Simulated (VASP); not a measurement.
Ni2Ge: single point with PBEsol

Ni2Ge:

```
Ni Ge
1.0
     4.09112    0.00000    0.00000
    -2.04556    3.54302    0.00000
     0.00000    0.00000    4.92381
Ni Ge
4 2
Direct
  0.66667 0.33333 0.25000
  0.33333 0.66667 0.75000
  0.00000 0.00000 0.00000
  0.00000 0.00000 0.50000
  0.66667 0.33333 0.75000
  0.33333 0.66667 0.25000
```

This cell differs from its parent crystal: biaxial strain in the a-b plane: +3.0 %.

- Program: VASP 6.6.1
- Task: single point
- Functional: PBEsol
- Potentials or basis: VASP PAW PBE potentials, release 64 (Ni, Ge_d)
- Cutoff: 520 eV
- k mesh: 12 × 12 × 8
- Occupations: gaussian, width 0.1 eV
- Spin: no spin polarisation
- Dipole correction: no
- Further INCAR settings: ALGO = Fast; EDIFF = 1e-06; NBANDS = 43

- Pressure: -7.7 GPa
- Band gap on the k mesh: zero (band 34 reaches 11.48 eV, above the bottom of band 35 at 9.23 eV)

Stress tensor (GPa, compression positive):
```
-11.65   0.00   0.00
  0.00 -11.65   0.00
  0.00   0.00   0.08
```

Levels at points of the mesh, in eV from the Fermi level:
```
           k point  band 30  band 31  band 32  band 33  band 34  band 35  band 36  band 37  band 38  band 39
(0.00, 0.00, 0.00)    -0.98    -0.58    -0.58     0.28     1.64     2.39     2.39     2.54     2.54     2.93
(0.50, 0.00, 0.00)    -1.18    -1.11    -0.98    -0.95    -0.60    -0.43     0.63     1.64     2.71     3.51
(0.00, 0.00, 0.50)    -1.08    -1.08    -1.08     1.11     1.11     2.99     2.99     2.99     2.99     4.47
(0.50, 0.00, 0.50)    -1.39    -1.15    -1.15    -0.77    -0.77     0.86     0.86     2.18     2.18     6.30
```

It took 9.1 min on 1 thread of AMD EPYC 7R13, with other jobs on the host, peak memory 0.32 GiB.

Caveat: the cell differs from its parent crystal (biaxial strain in the a-b plane: +3.0 %); the PAW data sets were made with another functional, which shifts forces and pressure a little. Spin polarisation is off, so any magnetic state and its effect on volume and gap are missing.
